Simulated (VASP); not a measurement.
Ta2N: single point with LDA

The system is Ta2N.

```
Ta N
1.0
     5.29657    0.00000    0.00000
    -2.64829    4.58697    0.00000
     0.00000    0.00000    4.93918
Ta N
6 3
Direct
  0.66636 0.66636 0.75362
  0.00000 0.33364 0.75362
  0.33364 0.00000 0.75362
  0.33364 0.33364 0.24638
  0.00000 0.66636 0.24638
  0.66636 0.00000 0.24638
  0.66667 0.33333 0.50000
  0.33333 0.66667 0.50000
  0.00000 0.00000 0.00000
```

```
Program             : VASP 6.6.1
Task                : single point
Functional          : LDA
Potentials or basis : VASP PAW LDA potentials, release 64 (Ta_sv_GW, N)
Cutoff              : 700 eV
k mesh              : 6 × 6 × 4
Occupations         : gaussian, width 0.1 eV
Spin                : no spin polarisation
```

```json
{
 "Pressure": "-10.3 GPa",
 "Largest force": "0.148 eV/Å",
 "Band gap on the k mesh": "zero (an odd number of electrons rules out a gap without spin polarisation)"
}
```

Forces on the atoms (eV/Å):
```
Ta   0.020  0.034 -0.143
Ta   0.020 -0.034 -0.143
Ta  -0.039  0.000 -0.143
Ta  -0.020 -0.034  0.143
Ta  -0.020  0.034  0.143
Ta   0.039  0.000  0.143
N    0.000  0.000  0.000
N    0.000  0.000  0.000
N    0.000  0.000  0.000
```

Stress tensor (GPa, compression positive):
```
-10.19   0.00   0.00
  0.00 -10.19   0.00
  0.00   0.00 -10.54
```

Levels at points of the mesh, in eV from the Fermi level:
```tsv
k point	band 45	band 46	band 47	band 48	band 49	band 50
(0.00, 0.00, 0.00)	-0.45	-0.45	-0.32	-0.10	-0.10	0.70
(0.50, 0.00, 0.00)	-1.32	0.42	0.61	0.96	1.00	1.82
(0.00, 0.00, 0.50)	-1.33	-1.33	-0.90	0.67	0.67	0.87
(0.50, 0.00, 0.50)	-1.16	-0.71	-0.02	0.17	0.21	0.67
```

Run time: 12 min on 1 thread of Intel(R) Xeon(R) Platinum 8259CL CPU @ 2.50GHz (Skylake/Cascade Lake), with other jobs on the host, peak memory 0.37 GiB.

Caveat: the cell stands under tension; spin-orbit coupling is left out, which moves the levels of the heavy elements.
